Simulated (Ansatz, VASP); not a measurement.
This is a calculation of Ni for Ansatz 0.2.0.

input.yaml

```yaml
crystal:
  lattice:
    - [2.4480228978, 0.0, 0.0]
    - [-1.2240114489, 2.1200500186, 0.0]
    - [0.0, 0.0, 4.07280757]
  atoms:
    - { symbol: Ni, position: [0.6666666667, 0.3333333333, 0.75], spin: 1.0 }
    - { symbol: Ni, position: [0.3333333333, 0.6666666667, 0.25], spin: 1.0 }
hamiltonian:
  xc: blyp
  pseudopotentials: { kind: paw }
  dispersion: d3bj
magnetization:
  spin_polarized: true
kpoints:
  mp_grid: { grid: [12, 12, 7] }
scf:
  occupations: { method: fermi_dirac, width: 0.05 }
output:
  forces: true
  stress: true
  eigenvalues: true
relax:
  f_tol: 0.01
  max_steps: 40
  cell: { stress_tol: 0.05 }
```

Potentials or basis: Ansatz PAW.

Launch:

```sh
$ ansatz run input.yaml --threads 2 --pin off --max-ram 5632MiB --backend cpu --events-out ev --progress --plain --runs-dir out
```

Question: Set up the same calculation for VASP 6.6.1. Potentials there: VASP PAW PBE potentials, release 64 (Ni).

Answer: As run (the cutoff follows the program's own potentials):

File INCAR:

```
SYSTEM = Ni
PREC = Accurate ; ENCUT = 600
EDIFF = 1E-7 ; ISMEAR = -1
SIGMA = 0.05 ; LREAL = .False.
LASPH = .True. ; NELM = 200
ALGO = Normal ; ISIF = 3
LWAVE = .False. ; LCHARG = .False.
ISPIN = 2 ; MAGMOM = 1 1
LORBIT = 11 ; LMAXMIX = 4
GGA = B5 ; ALDAX = 1.0
AGGAX = 1.0 ; AGGAC = 1.0
ALDAC = 0.0 ; IVDW = 12
IBRION = 2 ; NSW = 60
EDIFFG = -0.01 ; VDW_S6 = 1.0
VDW_S8 = 2.6996 ; VDW_A1 = 0.4298
VDW_A2 = 4.2359 ; GGA_COMPAT = .False.
NELMIN = 4
```

Contents of KPOINTS:

```
regular mesh
0
Gamma
  12 12 7
  0 0 0
```

File POSCAR:

```
Ni
1.0
    2.4480228978      0.0000000000      0.0000000000
   -1.2240114489      2.1200500186      0.0000000000
    0.0000000000      0.0000000000      4.0728075700
Ni
2
Direct
    0.6666666667      0.3333333333      0.7500000000
    0.3333333333      0.6666666667      0.2500000000
```

Potentials or basis: VASP PAW PBE potentials, release 64 (Ni).

The run is started by

```sh
$ cat potpaw_PBE.64/Ni/POTCAR > POTCAR
$ mpirun -np 1 vasp_std > vasp.out
```

Both were run:

|  | VASP | Ansatz | Ansatz less VASP |
| --- | --- | --- | --- |
| gap on the k mesh at the Fermi level, each at its own relaxed structure (eV) | none | none | - |
| net moment per atom (μB) | 0.60 | 0.62 | +0.017 |
| size of the moment on the site where the two differ most (μB) | 0.61 | 0.65 | +0.043 |
| relaxed volume (Å³/atom) | 10.56 | 10.57 | +0.008 |
| relaxed cell length with the largest relative difference (Å) | 2.458 | 2.459 | +0.0008 |

VASP's potentials were made for PBE, not for BLYP. Site moments also hang on the region over which each program counts them. A gap of «none» marks a metal or a gap that the smearing closes. VASP's potentials hold 20 valence electrons a cell and Ansatz's 36, so a difference there can come from the potentials and not from the codes.

Noted on Ansatz's run: the plane-wave basis is chosen anew once the cell has moved, so the energies of steps on either side of that aren't comparable.
